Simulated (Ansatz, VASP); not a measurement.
## PbS: VASP beside Ansatz

```
Pb S
1.0
     0.00000    3.00453    3.00453
     3.00453    0.00000    3.00453
     3.00453    3.00453    0.00000
Pb S
1 1
Direct
  0.50000 0.50000 0.50000
  0.00000 0.00000 0.00000
```

Alike in both runs: task single point; functional PBE; k mesh 10 × 10 × 10; occupations gaussian, width 0.05 eV; no spin polarisation.

```csv
,VASP,Ansatz
version,VASP 6.6.1,Ansatz 0.2.0
potentials or method,"VASP PAW PBE potentials, release 64 (Pb_d, S), cutoff 520 eV","scalar-relativistic, plane waves, PAW"
valence electrons in the cell,20,20
```

```csv
,VASP,Ansatz,Ansatz less VASP
gap on the k mesh at the Fermi level (eV),0.50,0.49,-0.007
least direct gap on the mesh (eV),0.50,0.49,-0.007
pressure (GPa),-0.1,0.0,+0.07
```

Spin-orbit coupling is off throughout.
